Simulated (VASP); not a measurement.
# Be (I4/mcm) in VASP: single point with PBEsol

Aim: the single point of Be with PBEsol.

Everything below comes from runs of VASP 6.6.1. Logs are shortened: lines on timing, memory, paths and dates and some standing lists are left out, and cuts for length are marked.

## 1. The cell of the first run

The structure is tetragonal, space group I4/mcm (No. 140). Conventional cell: a = 5.628 Å, b = 5.628 Å, c = 5.227 Å, α = 90.00°, β = 90.00°, γ = 90.00°. Within 3.7 Å of Be (site symmetry m2m) lie 11 Be at 2.83 to 3.32 Å.

## 2. Single point, PBEsol (Ba replaced by Be, lengths x 0.668, strained)

INCAR

```
SYSTEM = Be
  ALGO = Fast
  EDIFF = 1E-6
  ENCUT = 520
  GGA = PS
  ISIF = 2
  ISMEAR = 0
  LASPH = .TRUE.
  LCHARG = .FALSE.
  LREAL = .FALSE.
  LWAVE = .FALSE.
  NBANDS = 12
  NELM = 60
  PREC = Accurate
  SIGMA = 0.1
```

KPOINTS

```
k-points
0
G
  12 12 12
  0 0 0
```

POSCAR

```
Be
1.0
   -2.8140249822      2.8140249822      2.6134736089
    2.8140249822     -2.8140249822      2.6134736089
    2.8140249822      2.8140249822     -2.6134736089
Be
4
Direct
    0.8181421100      0.6818578900      0.5000000000
    0.1818578900      0.3181421100      0.5000000000
    0.3181421100      0.8181421100      0.1362842200
    0.6818578900      0.1818578900      0.8637157800
```

Potentials or basis: VASP PAW PBE potentials, release 64 (Be).

On the command line:

```bash
$ cat potpaw_PBE.64/Be/POTCAR > POTCAR
$ mpirun -np 1 vasp_std > vasp.out
```

OUTCAR:

```text
SYSTEM = Be
   EDIFF = 1E-6
   ENCUT = 520
   GGA = PS
   ISIF = 2
   ISMEAR = 0
   LASPH = .TRUE.
   LREAL = .FALSE.
   NELM = 60
   PREC = Accurate

 ion  position               nearest neighbor table
   1  0.818  0.682  0.500-
   2  0.182  0.318  0.500-
   3  0.318  0.818  0.136-
   4  0.682  0.182  0.864-

  LATTYP: Found a body centered tetragonal cell.
 ALAT       =     5.6280499644
 C/A-ratio  =     0.9287314880

  Lattice vectors:

 A1 = (  -2.8140249822,   2.8140249822,   2.6134736089)
 A2 = (   2.8140249822,  -2.8140249822,   2.6134736089)
 A3 = (   2.8140249822,   2.8140249822,  -2.6134736089)

Analysis of symmetry for initial positions (statically):
=====================================================================
 Subroutine PRICEL returns:
 Original cell was already a primitive cell.

 Routine SETGRP: Setting up the symmetry group for a
 body centered tetragonal supercell.

 Subroutine GETGRP returns: Found 16 space group operations
 (whereof  8 operations were pure point group operations)
 out of a pool of 16 trial point group operations.

The static configuration has the point symmetry C_4h.
 The point group associated with its full space group is D_4h.

Analysis of symmetry for dynamics (positions and initial velocities):
=====================================================================
 Subroutine PRICEL returns:
 Original cell was already a primitive cell.

 Routine SETGRP: Setting up the symmetry group for a
 body centered tetragonal supercell.

 Subroutine GETGRP returns: Found 16 space group operations
 (whereof  8 operations were pure point group operations)
 out of a pool of 16 trial point group operations.

The dynamic configuration has the point symmetry C_4h.
 The point group associated with its full space group is D_4h.

 Subroutine INISYM returns: Found 16 space group operations
 (whereof  8 operations are pure point group operations),
 and found     1 'primitive' translations

----------------------------------------------------------------------------------------

                                     Primitive cell

  volume of cell :      82.7816

  direct lattice vectors                    reciprocal lattice vectors
    -2.814024982  2.814024982  2.613473609     0.000000000  0.177681436  0.191316261
     2.814024982 -2.814024982  2.613473609     0.177681436  0.000000000  0.191316261
     2.814024982  2.814024982 -2.613473609     0.177681436  0.177681436  0.000000000
[... 94 lines left out ...]
   ISIF   =      2    stress and relaxation
   ISYM   =      2    0-nonsym 1-usesym 2-fastsym
   POTIM  = 0.5000    time-step for ionic-motion
   TEBEG  =    0.0;   TEEND  =   0.0 temperature during run
   PSTRESS=    0.0 pullay stress
   NELECT =       8.0000    total number of electrons
   NUPDOWN=      -1.0000    fix difference up-down
   EMIN   =  10.00;   EMAX   =-10.00  energy-range for DOS
   EFERMI =   0.00;   METHOD = LEGACY
   ISMEAR =     0;   SIGMA  =   0.10  broadening in eV -4-tet -1-fermi 0-gaus
   EFERMI_NEDOS =   21; number of points for ismear=-14 and -15
   IALGO  =     68    algorithm
   IMIX   =      4    mixing-type and parameters
     AMIX     =   0.40;   BMIX     =  1.00
     AMIX_MAG =   1.60;   BMIX_MAG =  1.00
  volume/ion in A,a.u.               =      20.70       139.66
  Fermi-wavevector in a.u.,A,eV,Ry     =   0.751266  1.419686  7.679128  0.564400
  Thomas-Fermi vector in A             =   1.848207
   LORBIT       =      0    0 simple, 1 ext, 2 COOP (PROOUT), +10 PAW based schemes
   GGA     = PS    functional components
   LHFCALC =     F    Hartree Fock is set to
   AEXX    =    0.0000 exact exchange contribution
   IVDW    =     0    specifies the selected vdW correction
   LEPSILON=     F    determine dielectric tensor
   LRPA    =     F    only Hartree local field effects (RPA)
 non-spin polarized calculation
 RMM-DIIS sequential band-by-band and
 Gauss-broadening in eV      SIGMA  =   0.10
  energy-cutoff  :      520.00
  volume of cell :       82.78
 maximum number of plane-waves:      2258
   NGX = 17   NGY = 17   NGZ = 17

 number of electron       8.0000000 magnetization

 Free energy of the ion-electron system (eV)
  ---------------------------------------------------
  ext. energy  EPLUGINS =         0.00000000
  ---------------------------------------------------
  free energy    TOTEN  =        -9.00098039 eV

  energy without entropy =       -8.99373147  energy(sigma->0) =       -8.99735593

 E-fermi :   0.8159     XC(G=0):  -7.8010

 val. band max:        0.8131565683   @ k =  -0.4167   0.3333  -0.0000
 cond. band min:       0.8180281323   @ k =  -0.3333   0.5000   0.0833
 fundamental gap:      0.0048715640
 Fermi energy:         0.8158656436

 k-point     1 :       0.0000    0.0000    0.0000
  band No.  band energies     occupation
      1      -5.5592      2.00000
      2       1.2635      0.00000
      3       1.7841      0.00000
      4       1.7841      0.00000
      5       2.1401      0.00000
      6       2.1401      0.00000
      7       2.8764      0.00000
      8       3.0740      0.00000
      9       3.7316      0.00000
     10       3.7316      0.00000
     11       3.7410      0.00000
     12       3.9339      0.00000
[... 331 lines left out ...]
 k-point    24 :      -0.4167    0.1667   -0.0000
  band No.  band energies     occupation
      1      -4.4592      2.00000
      2      -1.4928      2.00000
      3      -1.1216      2.00000
      4       0.3260      2.00000
      5       1.7990      0.00000
      6       2.8298      0.00000
      7       3.1121      0.00000
      8       4.5120      0.00000
      9       5.1310      0.00000
     10       5.4206      0.00000
     11       5.7848      0.00000
     12       7.5334      0.00000

 [... further k-points ...]
[... 5 lines left out ...]
  --------------------------------------------------------------------------------------
  -------------------------------------------------------------------------------------
  Total      -10.2312293    -10.2312293    -10.4417600      0.0000000     -0.0000000      0.0000000
  in kB     -198.0178734   -198.0178734   -202.0925389      0.0000000     -0.0000000      0.0000000
  external PRESSURE =    -199.3760953 kB  Pullay stress =       0.0000000 kB

 VOLUME and BASIS-vectors are now :
 -----------------------------------------------------------------------------
  energy-cutoff  :      520.00
  volume of cell :       82.78
      direct lattice vectors                 reciprocal lattice vectors
    -2.814024982  2.814024982  2.613473609     0.000000000  0.177681436  0.191316261
     2.814024982 -2.814024982  2.613473609     0.177681436  0.000000000  0.191316261
     2.814024982  2.814024982 -2.613473609     0.177681436  0.177681436  0.000000000

 POSITION                                       TOTAL-FORCE (eV/Angst)
 -----------------------------------------------------------------------------------
      1.02351      1.79052      2.61347        -0.234757      0.234757     -0.000000
      1.79052      1.02351      0.00000         0.234757     -0.234757      0.000000
      1.79052     -1.02351      2.61347         0.234757      0.234757      0.000000
      1.02351      3.83753      0.00000        -0.234757     -0.234757     -0.000000
 -----------------------------------------------------------------------------------
    total drift:                                0.000000      0.000000     -0.000000

  FREE ENERGIE OF THE ION-ELECTRON SYSTEM (eV)
  ---------------------------------------------------
  free  energy   TOTEN  =        -9.0009803853 eV

  energy  without entropy=       -8.9937314661  energy(sigma->0) =       -8.99735593
```

stdout:

```text
POSCAR found type information on POSCAR Be
 POSCAR found :  1 types and       4 ions
 scaLAPACK will be used
 -----------------------------------------------------------------------------
|                                                                             |
|                                                                             |
|     You enforced a specific xc type in the INCAR file but a different       |
|     I HOPE YOU KNOW WHAT YOU ARE DOING!                                     |
|                                                                             |
 -----------------------------------------------------------------------------

 LDA part: xc-table for (Slater+PW92), standard interpolation
 POSCAR, INCAR and KPOINTS ok, starting setup
 FFT: planning ... GRIDC
 FFT: planning ... GRID_SOFT
 FFT: planning ... GRID
 WAVECAR not read
 entering main loop
```

Wall time 2 min (1 thread of Intel Xeon 6975P-C (Granite Rapids), shared host); peak memory 0.28 GiB.

Results:

- Free energy: -9.0010 eV
- Pressure: -19.9 GPa
- Largest force: 0.332 eV/Å
- Band gap on the k mesh: zero (band 4 reaches 1.78 eV, above the bottom of band 5 at -0.75 eV)

Forces in eV/Å, atoms in the order of the input:
```
Be  -0.235  0.235  0.000
Be   0.235 -0.235  0.000
Be   0.235  0.235  0.000
Be  -0.235 -0.235  0.000
```

Caveat: the cell differs from its parent crystal (Ba replaced by Be, lengths x 0.668, strained); the PAW data sets were made with another functional, which shifts forces and pressure a little.
